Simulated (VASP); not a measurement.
# AlN (P6_3mc) in VASP: further runs, part 2 of 2

VASP 6.6.1.

### Step 4. Relaxation of the atoms, PBE

This run uses another cell than the first one, of 11.07 Å³/atom, 1.019 times its volume.

The input, INCAR:

```
ALGO = Normal
EDIFF = 1E-7
EDIFFG = -0.01
ENCUT = 520
GGA = PE
IBRION = 2
ISIF = 2
ISMEAR = 0
LASPH = True
LCHARG = False
LREAL = False
LWAVE = False
NELM = 60
NSW = 50
PREC = Accurate
SIGMA = 0.05
```

The input, KPOINTS:

```
k-points
0
Gamma
  9 9 6
```

The input, POSCAR:

```
AlN
1.0
    3.1298889828      0.0000000000      0.0000000000
   -1.5649444914      2.7105633702      0.0000000000
    0.0000000000      0.0000000000      5.2176000000
Al N
2 2
Direct
    0.3333333333      0.6666666667      0.0017290859
    0.6666666667      0.3333333333      0.5017290859
    0.3333333333      0.6666666667      0.3832709141
    0.6666666667      0.3333333333      0.8832709141
```

Potentials or basis: VASP PAW PBE potentials, release 64 (Al, N).

Command:

```bash
cat potpaw_PBE.64/Al/POTCAR potpaw_PBE.64/N/POTCAR > POTCAR
mpirun -np 1 vasp_std > vasp.out
```

OUTCAR:

```text
EDIFF = 1E-7
   EDIFFG = -0.01
   ENCUT = 520
   GGA = PE
   IBRION = 2
   ISIF = 2
   ISMEAR = 0
   LASPH = True
   LREAL = False
   NELM = 60
   NSW = 50
   PREC = Accurate

 ion  position               nearest neighbor table
   1  0.333  0.667  0.002-   4 1.91   4 1.91   4 1.91   3 1.99   2 3.17   2 3.17   2 3.17   2 3.17
                             2 3.17   2 3.17
   2  0.667  0.333  0.502-   3 1.91   3 1.91   3 1.91   4 1.99   1 3.17   1 3.17   1 3.17   1 3.17
                             1 3.17   1 3.17
   3  0.333  0.667  0.383-   2 1.91   2 1.91   2 1.91   1 1.99
   4  0.667  0.333  0.883-   1 1.91   1 1.91   1 1.91   2 1.99

  LATTYP: Found a hexagonal cell.
 ALAT       =     3.1298889828
 C/A-ratio  =     1.6670239835

  Lattice vectors:

 A1 = (   3.1298889828,   0.0000000000,   0.0000000000)
 A2 = (  -1.5649444914,   2.7105633702,   0.0000000000)
 A3 = (   0.0000000000,   0.0000000000,   5.2176000000)

Analysis of symmetry for initial positions (statically):
=====================================================================
 Subroutine PRICEL returns:
 Original cell was already a primitive cell.

 Routine SETGRP: Setting up the symmetry group for a
 hexagonal supercell.

 Subroutine GETGRP returns: Found 12 space group operations
 (whereof  6 operations were pure point group operations)
 out of a pool of 24 trial point group operations.

The static configuration has the point symmetry C_3v.
 The point group associated with its full space group is C_6v.

Analysis of symmetry for dynamics (positions and initial velocities):
=====================================================================
 Subroutine PRICEL returns:
 Original cell was already a primitive cell.

 Routine SETGRP: Setting up the symmetry group for a
 hexagonal supercell.

 Subroutine GETGRP returns: Found 12 space group operations
 (whereof  6 operations were pure point group operations)
 out of a pool of 24 trial point group operations.

The dynamic configuration has the point symmetry C_3v.
 The point group associated with its full space group is C_6v.
[... 140 lines left out ...]
 NGX is ok and might be reduce to    24
   NGX = 11   NGY = 11   NGZ = 19

--------------------------------------- Ionic step        1  -------------------------------------------

 number of electron      16.0000000 magnetization

 Free energy of the ion-electron system (eV)
  ---------------------------------------------------
  ext. energy  EPLUGINS =         0.00000000
  ---------------------------------------------------
  free energy    TOTEN  =       -29.69701707 eV

  energy without entropy =      -29.69701707  energy(sigma->0) =      -29.69701707

------------------------ aborting loop because EDIFF is reached ----------------------------------------

  FORCE on cell =-STRESS in cart. coord.  units (eV):
  Direction    XX          YY          ZZ          XY          YZ          ZX
  --------------------------------------------------------------------------------------
  -------------------------------------------------------------------------------------
  Total       -0.6580447     -0.6580447     -4.1387409      0.0000000      0.0000000     -0.0000000
  in kB      -23.8180786    -23.8180786   -149.8026643      0.0000000      0.0000000     -0.0000000
  external PRESSURE =     -65.8129405 kB  Pullay stress =       0.0000000 kB
[... 63 lines left out ...]
--------------------------------------- Ionic step        3  -------------------------------------------

 number of electron      16.0000001 magnetization

 Free energy of the ion-electron system (eV)
  ---------------------------------------------------
  ext. energy  EPLUGINS =         0.00000000
  ---------------------------------------------------
  free energy    TOTEN  =       -29.70556393 eV

  energy without entropy =      -29.70556393  energy(sigma->0) =      -29.70556393

 E-fermi :   5.7442     XC(G=0): -10.6629

 val. band max:        5.4978080623   @ k =   0.0000   0.0000   0.0000
 cond. band min:       9.2393798706   @ k =   0.0000   0.0000   0.0000
 fundamental gap:      3.7415718083
 Fermi energy:         5.7441758761

 k-point     1 :       0.0000    0.0000    0.0000
  band No.  band energies     occupation
      1      -9.2357      2.00000
      2      -7.4152      2.00000
      3      -0.2719      2.00000
      4       4.9637      2.00000
      5       4.9637      2.00000
      6       5.3884      2.00000
      7       5.4978      2.00000
      8       5.4978      2.00000
      9       9.2394      0.00000
     10      12.1350      0.00000
     11      15.4824      0.00000
     12      16.7156      0.00000
[... 331 lines left out ...]
 k-point    24 :       0.3333    0.3333    0.1667
  band No.  band energies     occupation
      1      -6.8903      2.00000
      2      -6.8903      2.00000
      3       1.2102      2.00000
      4       1.5801      2.00000
      5       1.5801      2.00000
      6       2.9627      2.00000
      7       3.7240      2.00000
      8       3.7240      2.00000
      9      10.7568      0.00000
     10      13.6749      0.00000
     11      14.2427      0.00000
     12      14.2427      0.00000

 [... further k-points ...]
[... 5 lines left out ...]
  --------------------------------------------------------------------------------------
  -------------------------------------------------------------------------------------
  Total       -0.9120284     -0.9120284     -3.8659169      0.0000000      0.0000000      0.0000000
  in kB      -33.0110737    -33.0110737   -139.9277397      0.0000000      0.0000000      0.0000000
  external PRESSURE =     -68.6499623 kB  Pullay stress =       0.0000000 kB
[... 19 lines left out ...]
  FREE ENERGIE OF THE ION-ELECTRON SYSTEM (eV)
  ---------------------------------------------------
  free  energy   TOTEN  =       -29.7055639320 eV

  energy  without entropy=      -29.7055639320  energy(sigma->0) =      -29.70556393

 reached required accuracy - stopping structural energy minimisation
```

OSZICAR:

```text
N       E                     dE             d eps       ncg     rms          rms(c)
DAV:   1     0.497342870117E+02    0.49734E+02   -0.75356E+03  1152   0.118E+03
DAV:   2    -0.302996779166E+02   -0.80034E+02   -0.74474E+02  1700   0.217E+02
[... 24 lines left out ...]
       N       E                     dE             d eps       ncg     rms          rms(c)
DAV:   1    -0.297055561192E+02   -0.48075E-04   -0.12148E-02  1152   0.101E+00    0.173E-02
DAV:   2    -0.297055684689E+02   -0.12350E-04   -0.18719E-04  1352   0.116E-01    0.108E-02
DAV:   3    -0.297055644611E+02    0.40078E-05   -0.42381E-06  1416   0.240E-02    0.486E-03
DAV:   4    -0.297055639032E+02    0.55793E-06   -0.47453E-06  1364   0.197E-02    0.180E-03
DAV:   5    -0.297055639320E+02   -0.28780E-07   -0.56411E-07  1088   0.716E-03
   3 F= -.29705564E+02 E0= -.29705564E+02  d E =-.854686E-02
```

CONTCAR:

```text
AlN
   1.00000000000000
     3.1298889827999998    0.0000000000000000    0.0000000000000000
    -1.5649444913999999    2.7105633702000000    0.0000000000000000
     0.0000000000000000    0.0000000000000000    5.2176000000000000
  Al              N
     2     2
Direct
     0.3333333332999970    0.6666666667000030    0.0045630456820483
     0.6666666667000030    0.3333333332999970    0.5045630456820484
     0.3333333332999970    0.6666666667000030    0.3804369543179568
     0.6666666667000030    0.3333333332999970    0.8804369543179568

  0.00000000E+00  0.00000000E+00  0.00000000E+00
  0.00000000E+00  0.00000000E+00  0.00000000E+00
  0.00000000E+00  0.00000000E+00  0.00000000E+00
  0.00000000E+00  0.00000000E+00  0.00000000E+00
```

It took 24 s on 1 thread of Intel Xeon 6975P-C (Granite Rapids), shared host; peak memory 0.16 GiB.

What came out:

| Property | Result |
| --- | --- |
| Free energy | -29.7056 eV |
| Energy gained by relaxing | 2.1 meV/atom |
| Ionic steps | 3 |
| Pressure after relaxing | -6.9 GPa |
| Band gap on the k mesh | 3.74 eV, direct |

Step by step:
```tsv
step	energy change (eV)	largest force (eV/Å)	pressure (GPa)
1	0.0000	0.2820	-6.58
2	-0.0085	0.0241	-6.85
3	-0.0085	0.0003	-6.86
```

Final structure:
```
Al N
1.0
     3.12989    0.00000    0.00000
    -1.56494    2.71056    0.00000
     0.00000    0.00000    5.21760
Al N
2 2
Cartesian
  0.0000 1.8070 0.0238
  1.5649 0.9035 2.6326
  0.0000 1.8070 1.9850
  1.5649 0.9035 4.5938
```

### Step 5. Relaxation of the atoms, PBE

This run uses another cell than the first one, of 11.07 Å³/atom, 1.020 times its volume.

The input, INCAR:

```
SYSTEM = AlN
ALGO     = Normal         ! electronic algorithm
EDIFF    = 1E-6           ! SCF threshold, eV
EDIFFG   = -0.01          ! ionic threshold
ENCUT    = 520            ! plane-wave cutoff, eV
GGA      = PE             ! functional
IBRION   = 2              ! ionic algorithm
ISIF     = 2              ! what is computed and relaxed
ISMEAR   = 0              ! smearing method
LASPH    = .True.         ! aspherical terms in the spheres
LCHARG   = .False.        ! write CHGCAR
LREAL    = .False.        ! projectors in reciprocal space
LWAVE    = .False.        ! write WAVECAR
NELM     = 100            ! most SCF steps
NSW      = 50             ! ionic steps
PREC     = Accurate       ! precision mode
SIGMA    = 0.05           ! smearing width, eV
```

The input, KPOINTS:

```
k-points
0
Gamma
  9 9 6
  0 0 0
```

The input, POSCAR:

```
AlN
1.0
    3.1925000000      0.0000000000      0.0000000000
   -1.5962500000      2.7647861016      0.0000000000
    0.0000000000      0.0000000000      5.0169562961
Al N
2 2
Direct
    0.3333333333      0.6666666667      0.0017290859
    0.6666666667      0.3333333333      0.5017290859
    0.3333333333      0.6666666667      0.3832709141
    0.6666666667      0.3333333333      0.8832709141
```

Potentials or basis: VASP PAW PBE potentials, release 64 (Al, N).

Command:

```bash
cat potpaw_PBE.64/Al/POTCAR potpaw_PBE.64/N/POTCAR > POTCAR
mpirun -np 1 vasp_std > vasp.out
```

OUTCAR:

```text
SYSTEM = AlN
   EDIFF = 1E-6
   EDIFFG = -0.01
   ENCUT = 520
   GGA = PE
   IBRION = 2
   ISIF = 2
   ISMEAR = 0
   LASPH = .True.
   LREAL = .False.
   NELM = 100
   NSW = 50
   PREC = Accurate

 ion  position               nearest neighbor table
   1  0.333  0.667  0.002-   3 1.91   4 1.94   4 1.94   4 1.94   2 3.11   2 3.11   2 3.11   2 3.11
                             2 3.11   2 3.11
   2  0.667  0.333  0.502-   4 1.91   3 1.94   3 1.94   3 1.94   1 3.11   1 3.11   1 3.11   1 3.11
                             1 3.11   1 3.11
   3  0.333  0.667  0.383-   1 1.91   2 1.94   2 1.94   2 1.94
   4  0.667  0.333  0.883-   2 1.91   1 1.94   1 1.94   1 1.94

  LATTYP: Found a hexagonal cell.
 ALAT       =     3.1925000000
 C/A-ratio  =     1.5714820035

  Lattice vectors:

 A1 = (   3.1925000000,   0.0000000000,   0.0000000000)
 A2 = (  -1.5962500000,   2.7647861016,   0.0000000000)
[... 274 lines left out ...]
 fundamental gap:      3.6146585193
 Fermi energy:         5.9003449600

 k-point     1 :       0.0000    0.0000    0.0000
  band No.  band energies     occupation
      1      -9.2400      2.00000
      2      -7.1956      2.00000
      3      -0.0644      2.00000
      4       4.6819      2.00000
      5       4.6819      2.00000
      6       5.3701      2.00000
      7       5.3701      2.00000
      8       5.7047      2.00000
      9       9.3193      0.00000
     10      11.5991      0.00000
     11      15.8789      0.00000
     12      16.1598      0.00000
[... 331 lines left out ...]
 k-point    24 :       0.3333    0.3333    0.1667
  band No.  band energies     occupation
      1      -6.9524      2.00000
      2      -6.9524      2.00000
      3       1.1249      2.00000
      4       1.5268      2.00000
      5       1.5268      2.00000
      6       3.1100      2.00000
      7       3.8289      2.00000
      8       3.8289      2.00000
      9      11.1248      0.00000
     10      13.6240      0.00000
     11      14.3798      0.00000
     12      14.3798      0.00000

 [... further k-points ...]
[... 5 lines left out ...]
  --------------------------------------------------------------------------------------
  -------------------------------------------------------------------------------------
  Total       -2.5974327     -2.5974327     -1.0102323      0.0000000     -0.0000000      0.0000000
  in kB      -93.9771170    -93.9771170    -36.5509827      0.0000000     -0.0000000      0.0000000
  external PRESSURE =     -74.8350723 kB  Pullay stress =       0.0000000 kB
[... 19 lines left out ...]
  FREE ENERGIE OF THE ION-ELECTRON SYSTEM (eV)
  ---------------------------------------------------
  free  energy   TOTEN  =       -29.7281458685 eV

  energy  without entropy=      -29.7281458685  energy(sigma->0) =      -29.72814587

 reached required accuracy - stopping structural energy minimisation
```

OSZICAR:

```text
N       E                     dE             d eps       ncg     rms          rms(c)
DAV:   1     0.534771200909E+02    0.53477E+02   -0.75081E+03  1152   0.118E+03
DAV:   2    -0.300366705327E+02   -0.83514E+02   -0.76718E+02  1756   0.225E+02
DAV:   3    -0.342293957647E+02   -0.41927E+01   -0.41703E+01  1480   0.534E+01
[... 19 lines left out ...]
       N       E                     dE             d eps       ncg     rms          rms(c)
DAV:   1    -0.297281430052E+02   -0.17379E-04   -0.42224E-03  1152   0.594E-01    0.945E-03
DAV:   2    -0.297281472934E+02   -0.42883E-05   -0.62285E-05  1344   0.675E-02    0.644E-03
DAV:   3    -0.297281460417E+02    0.12518E-05   -0.12375E-06   788   0.136E-02    0.301E-03
DAV:   4    -0.297281458685E+02    0.17318E-06   -0.16769E-06   592   0.123E-02
   3 F= -.29728146E+02 E0= -.29728146E+02  d E =-.262627E-02
```

CONTCAR:

```text
AlN
   1.00000000000000
     3.1924999999999999    0.0000000000000000    0.0000000000000000
    -1.5962499999999999    2.7647861015999999    0.0000000000000000
     0.0000000000000000    0.0000000000000000    5.0169562961000000
  Al              N
     2     2
Direct
     0.3333333332999970    0.6666666667000030    0.0002014128464829
     0.6666666667000030    0.3333333332999970    0.5002014128464829
     0.3333333332999970    0.6666666667000030    0.3847985871535222
     0.6666666667000030    0.3333333332999970    0.8847985871535222

  0.00000000E+00  0.00000000E+00  0.00000000E+00
  0.00000000E+00  0.00000000E+00  0.00000000E+00
  0.00000000E+00  0.00000000E+00  0.00000000E+00
  0.00000000E+00  0.00000000E+00  0.00000000E+00
```

It took 19 s on 1 thread of Intel Xeon 6975P-C (Granite Rapids), shared host; peak memory 0.16 GiB.

What came out:

```yaml
Free_energy: -29.7281 eV
Energy_gained_by_relaxing: 0.7 meV/atom
Ionic_steps: 3
Pressure_after_relaxing: -7.5 GPa
Band_gap_on_the_k_mesh: 3.61 eV, direct
```

The path:
```csv
step,energy change (eV),largest force (eV/Å),pressure (GPa)
1,0.0000,0.1734,-7.34
2,-0.0026,0.0152,-7.49
3,-0.0026,0.0009,-7.48
```

Final structure:
```
CELL_PARAMETERS angstrom
3.19250 0.00000 0.00000
-1.59625 2.76479 0.00000
0.00000 0.00000 5.01696
ATOMIC_POSITIONS crystal
Al 0.33333 0.66667 0.00020
Al 0.66667 0.33333 0.50020
N 0.33333 0.66667 0.38480
N 0.66667 0.33333 0.88480
```

As with any semilocal functional, this PBE gap is likely too small.

### Step 6. Overview

```tsv
cell	gap on the mesh (eV)	pressure (GPa)
atoms relaxed from a = 3.161, b = 3.161, c = 5.017 Å, angles 90.0, 90.0, 120.0°, 4 atoms	3.83	-4.0
atoms relaxed from a = 3.067, b = 3.067, c = 5.418 Å, angles 90.0, 90.0, 120.0°, 4 atoms	3.35	-5.6
atoms relaxed from a = 3.130, b = 3.130, c = 5.218 Å, angles 90.0, 90.0, 120.0°, 4 atoms	3.74	-6.9
atoms relaxed from a = 3.192, b = 3.193, c = 5.017 Å, angles 90.0, 90.0, 120.0°, 4 atoms	3.61	-7.5
```

Alike in all rows: task relaxation of the atoms; level PBE; potentials or basis VASP PAW PBE potentials, release 64 (Al, N); no spin polarisation; k mesh 9 × 9 × 6; cutoff (eV) 520; smearing gaussian 0.05 eV.

Total energies depend on the potentials used, so only differences within one code and one set of settings carry meaning.
